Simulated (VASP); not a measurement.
Set up this calculation in VASP 6.6.1, as the native input.

```yaml
Task: single point
Functional: r2SCAN
Potentials_or_basis: VASP PAW PBE potentials, release 64 (K_sv, F)
Cutoff: 520 eV
k_mesh: 8 × 8 × 8
Occupations: gaussian, width 0.05 eV
Spin: no spin polarisation
Dipole_correction: no
Further_INCAR_settings: ALGO = Normal; EDIFF = 1e-07; NBANDS = 15
```

The system is KF.

```
CELL_PARAMETERS angstrom
0.00000 2.53982 2.67350
2.53982 0.00000 2.67350
2.53982 2.53982 0.00000
ATOMIC_POSITIONS crystal
K 0.00000 0.00000 0.00000
F 0.50000 0.50000 0.50000
```

This cell differs from its parent crystal: strain -0.050 along x and y, +0.000 along z.

The input as run:

POSCAR

```
KF
1.0
    0.0000000000      2.5398250000      2.6735000000
    2.5398250000      0.0000000000      2.6735000000
    2.5398250000      2.5398250000      0.0000000000
K F
1 1
Direct
    0.0000000000      0.0000000000      0.0000000000
    0.5000000000      0.5000000000      0.5000000000
```

INCAR.step1

```
PREC     = Accurate       # precision mode
ENCUT    = 520            # plane-wave cutoff, eV
ISMEAR   = 0              # smearing method
SIGMA    = 0.05           # smearing width, eV
LREAL    = False          # projectors in reciprocal space
LASPH    = True           # aspherical terms in the spheres
NELM     = 60             # most SCF steps
NBANDS   = 15             # bands
GGA      = PE             # functional
ALGO     = Normal         # electronic algorithm
EDIFF    = 1E-4           # SCF threshold, eV
LWAVE    = True           # write WAVECAR
LCHARG   = False          # write CHGCAR
```

INCAR.step2

```
PREC     = Accurate       # precision mode
ENCUT    = 520            # plane-wave cutoff, eV
EDIFF    = 1E-7           # SCF threshold, eV
ISMEAR   = 0              # smearing method
SIGMA    = 0.05           # smearing width, eV
LREAL    = False          # projectors in reciprocal space
LASPH    = True           # aspherical terms in the spheres
NELM     = 60             # most SCF steps
ALGO     = Normal         # electronic algorithm
ISIF     = 2              # what is computed and relaxed
LWAVE    = False          # write WAVECAR
LCHARG   = False          # write CHGCAR
METAGGA  = R2SCAN         # meta-GGA
LMIXTAU  = True         
NBANDS   = 15             # bands
ISTART   = 1
```

KPOINTS

```
Automatic mesh
0
Gamma
  8 8 8
```

Potentials or basis: VASP PAW PBE potentials, release 64 (K_sv, F).

Run with:

```console
$ cat potpaw_PBE.64/K_sv/POTCAR potpaw_PBE.64/F/POTCAR > POTCAR
$ cp INCAR.step1 INCAR
$ mpirun -np 1 vasp_std > vasp.out
$ cp INCAR.step2 INCAR
$ mpirun -np 1 vasp_std > vasp.out
```

Results of the run:

```json
{
  "Pressure": "4.2 GPa",
  "Band gap on the k mesh": "7.34 eV"
}
```

Caveat: the cell differs from its parent crystal (strain -0.050 along x and y, +0.000 along z); the cell stands under pressure; the PAW data sets were made with another functional, which shifts forces and pressure a little.

Run time: 3.6 min on 1 thread of Intel Xeon 8259CL, on a shared host, peak memory 0.18 GiB.
